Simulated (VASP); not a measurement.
Set up this calculation in VASP 6.6.1, as the native input.

```
Task                   : single point
Functional             : r2SCAN
Potentials or basis    : VASP PAW PBE potentials, release 64 (Rb_sv, Cl)
Cutoff                 : 550 eV
k mesh                 : 4 × 4 × 4
Occupations            : gaussian, width 0.01 eV
Spin                   : no spin polarisation
Dipole correction      : no
Further INCAR settings : ALGO = Normal; EDIFF = 1e-06; NBANDS = 15
```

The system is RbCl.

```
Rb Cl
1.0
     0.00000    3.30573    3.30573
     3.30573    0.00000    3.30573
     3.30573    3.30573    0.00000
Rb Cl
1 1
Direct
  0.00000 0.00000 0.00000
  0.50000 0.50000 0.50000
```

These files were run (other wordings do the same):

POSCAR

```
RbCl
1.0
    0.0000000000      3.3057264435      3.3057264435
    3.3057264435      0.0000000000      3.3057264435
    3.3057264435      3.3057264435      0.0000000000
Rb Cl
1 1
Direct
    0.0000000000      0.0000000000      0.0000000000
    0.5000000000      0.5000000000      0.5000000000
```

INCAR.step1

```
SYSTEM = RbCl
PREC = Accurate ; ENCUT = 550
ISMEAR = 0 ; SIGMA = 0.01
LREAL = .FALSE. ; LASPH = .TRUE.
NELM = 120 ; NBANDS = 15
GGA = PE ; ALGO = Normal
EDIFF = 1E-5 ; LWAVE = .TRUE.
LCHARG = .FALSE. ; GGA_COMPAT = .FALSE.
```

INCAR.step2

```
SYSTEM = RbCl
PREC = Accurate ; ENCUT = 550
EDIFF = 1E-6 ; ISMEAR = 0
SIGMA = 0.01 ; LREAL = .FALSE.
LASPH = .TRUE. ; NELM = 120
ALGO = Normal ; ISIF = 2
LWAVE = .FALSE. ; LCHARG = .FALSE.
METAGGA = R2SCAN ; LMIXTAU = .TRUE.
NBANDS = 15 ; ISTART = 1
GGA_COMPAT = .FALSE.
```

KPOINTS

```
regular mesh
0
G
  4 4 4
  0 0 0
```

Potentials or basis: VASP PAW PBE potentials, release 64 (Rb_sv, Cl).

Command:

```sh
$ cat potpaw_PBE.64/Rb_sv/POTCAR potpaw_PBE.64/Cl/POTCAR > POTCAR
$ cp INCAR.step1 INCAR
$ mpirun -np 1 vasp_std > vasp.out
$ cp INCAR.step2 INCAR
$ mpirun -np 1 vasp_std > vasp.out
```

Results of the run:

```yaml
Pressure: 0.0 GPa
Band_gap_on_the_k_mesh: 5.56 eV
```

Caveat: the PAW data sets were made with another functional, which shifts forces and pressure a little.

Wall time 100 s on 1 thread of AMD EPYC 7R43 64-Core Processor (Zen 3) (shared host), peak memory 0.18 GiB.
